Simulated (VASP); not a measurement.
Write the native input for VASP 6.6.1 that does the following.

* Task: single point
* Functional: PBE
* Potentials or basis: VASP PAW PBE potentials, release 64 (Ni)
* Cutoff: 520 eV
* k mesh: 7 × 14 × 14
* Occupations: gaussian, width 0.1 eV
* Spin: collinear spin, ferromagnetic start
* Starting moments: [2.0, 2.0] μB
* Dipole correction: no
* Further INCAR settings: ALGO = Normal; EDIFF = 1e-06; NBANDS = 21

The structure of Ni lies in POSCAR:

```
Ni
1.0
    0.0000000000      3.5228800000      3.5228800000
    1.7614400000      0.0000000000      1.7614400000
    1.7614400000      1.7614400000      0.0000000000
Ni
2
Direct
    0.0000000000      0.0000000000      0.0000000000
    0.5000000000      0.0000000000      0.0000000000
```

The input as run:

INCAR

```
PREC     = Accurate       # precision mode
ENCUT    = 520            # plane-wave cutoff, eV
EDIFF    = 1E-6           # SCF threshold, eV
ISMEAR   = 0              # smearing method
SIGMA    = 0.1            # smearing width, eV
LREAL    = F              # projectors in reciprocal space
LASPH    = T              # aspherical terms in the spheres
NELM     = 150            # most SCF steps
ALGO     = Normal         # electronic algorithm
ISIF     = 2              # what is computed and relaxed
LWAVE    = F              # write WAVECAR
LCHARG   = F              # write CHGCAR
ISPIN    = 2              # spin polarisation
MAGMOM   = 2 2            # initial moments
LORBIT   = 11             # projections on sites
LMAXMIX  = 4              # l up to which the mixer works
GGA      = PE             # functional
NBANDS   = 21             # bands
```

KPOINTS

```
Automatic mesh
0
Gamma
  7 14 14
```

Potentials or basis: VASP PAW PBE potentials, release 64 (Ni).

The run is started by

```bash
$ cat potpaw_PBE.64/Ni/POTCAR > POTCAR
$ mpirun -np 1 vasp_std > vasp.out
```

Results of the run:

```json
{
 "Pressure": "-0.9 GPa",
 "Net moment": "1.19 μB per cell",
 "Site moments": "Ni +0.61 μB",
 "Valence electrons inside the program's atomic spheres": "Ni 9.30"
}
```

It took 88 s on 1 thread of Intel(R) Xeon(R) Platinum 8259CL CPU @ 2.50GHz (Skylake/Cascade Lake), on a shared host, peak memory 0.22 GiB.
